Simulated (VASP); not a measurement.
**PC6: single point with PBE**

PC6:

```
CELL_PARAMETERS angstrom
-3.19517 3.19517 3.16440
3.19517 -3.19517 3.16440
3.19517 3.19517 -3.16440
ATOMIC_POSITIONS crystal
P 0.00000 0.00000 0.00000
C 0.00000 0.70852 0.70852
C 0.00000 0.29148 0.29148
C 0.71165 0.71165 0.00000
C 0.28835 0.28835 0.00000
C 0.70852 0.00000 0.70852
C 0.29148 0.00000 0.29148
```

```json
{
 "Program": "VASP 6.6.1",
 "Task": "single point",
 "Functional": "PBE",
 "Potentials or basis": "VASP PAW PBE potentials, release 64 (P, C)",
 "Cutoff": "520 eV",
 "k mesh": "4 × 4 × 4",
 "Occupations": "gaussian, width 0.1 eV",
 "Spin": "no spin polarisation"
}
```

The pressure is -8.9 GPa and the largest force is 0.800 eV/Å.

Forces on the atoms (eV/Å):
```
P    0.000  0.000  0.000
C    0.800  0.000  0.000
C   -0.800  0.000  0.000
C    0.000  0.000  0.567
C    0.000  0.000 -0.567
C    0.000  0.800  0.000
C    0.000 -0.800  0.000
```

Stress tensor (GPa, compression positive):
```
-9.51  0.00  0.00
 0.00 -9.51  0.00
 0.00  0.00 -7.81
```

Levels at points of the mesh, in eV from the Fermi level:
| k point | band 11 | band 12 | band 13 | band 14 | band 15 | band 16 | band 17 | band 18 | band 19 | band 20 |
| --- | --- | --- | --- | --- | --- | --- | --- | --- | --- | --- |
| (0.00, 0.00, 0.00) | -2.07 | -2.07 | -1.93 | -1.15 | -1.13 | -0.62 | -0.57 | -0.57 | 1.19 | 1.28 |
| (0.50, 0.00, 0.00) | -2.45 | -1.97 | -1.82 | -0.41 | -0.29 | 0.07 | 0.68 | 0.78 | 0.88 | 1.07 |
| (0.50, 0.50, 0.00) | -2.37 | -1.87 | -1.83 | -0.30 | -0.23 | 0.13 | 0.66 | 0.76 | 0.77 | 1.07 |
| (0.50, 0.50, 0.50) | -1.99 | -1.92 | -1.85 | -1.42 | -1.39 | -0.51 | -0.37 | -0.37 | 0.81 | 0.82 |

It took 18 s on 1 thread of Intel(R) Xeon(R) 6975P-C (Granite Rapids) (shared host), peak memory 0.26 GiB.
